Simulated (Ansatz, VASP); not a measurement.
Two plane-wave programs on LiH

INCAR

```
SYSTEM = LiH
ALGO = Normal
EDIFF = 1E-7
ENCUT = 520
GGA = PE
ISIF = 2
ISMEAR = -1
LASPH = .True.
LCHARG = .True.
LELF = .True.
LREAL = .False.
LVHAR = .True.
LWAVE = .False.
NBANDS = 9
NELM = 100
PREC = Accurate
SIGMA = 0.02
```

The input KPOINTS:

```
k-points
0
Gamma
  10 10 10
  0 0 0
```

POSCAR

```
LiH
1.0
    0.0000000000      2.0933299084      2.0029948411
    2.0933299084      0.0000000000      2.0029948411
    2.0933299084      2.0933299084      0.0000000000
Li H
1 1
Direct
    0.0000000000      0.0000000000      0.0000000000
    0.5000000000      0.5000000000      0.5000000000
```

Input for Ansatz:

```yaml
crystal:
  lattice:
    - [0.0, 2.0933299084, 2.0029948411]
    - [2.0933299084, 0.0, 2.0029948411]
    - [2.0933299084, 2.0933299084, 0.0]
  atoms:
    - { symbol: Li, position: [0.0, 0.0, 0.0] }
    - { symbol: H, position: [0.5, 0.5, 0.5] }
kpoints:
  mp_grid: { grid: [10, 10, 10] }
  band_path:
    path:
      - [0.0, 0.0, 0.0]
      - [0.5, 0.0, 0.5]
      - [0.625, 0.25, 0.625]
      - [0.375, 0.375, 0.75]
      - [0.5, 0.5, 0.5]
      - [0.5, 0.25, 0.75]
      - [0.5, 0.5, 0.0]
      - [0.0, 0.5, 0.5]
    npoints: 1
hamiltonian:
  xc: pbe
scf:
  occupations: { method: fermi_dirac, width: 0.02 }
  n_extra_bands: 4
output:
  forces: true
  stress: true
  eigenvalues: true
```

Change from the starting cell: biaxial_xy strain +4.5%.

Alike in both runs: task single point; functional PBE; k mesh 10 × 10 × 10; occupations fermi-dirac, width 0.02 eV; no spin polarisation.

|  | VASP | Ansatz |
| --- | --- | --- |
| version | VASP 6.6.1 | Ansatz 0.2.0 |
| potentials or method | VASP PAW PBE potentials, release 64 (Li_sv, H) | plane waves, PAW |
| plane-wave cutoff (eV) | 520 | 420 |
| valence electrons in the cell | 4 | 4 |

```csv
,VASP,Ansatz,Ansatz less VASP
gap on the k mesh at the Fermi level (eV),2.64,2.65,+0.006
```

Noted on VASP's run: the cutoff is under 1.25 times that of the potentials, so the pressure is a little rough.
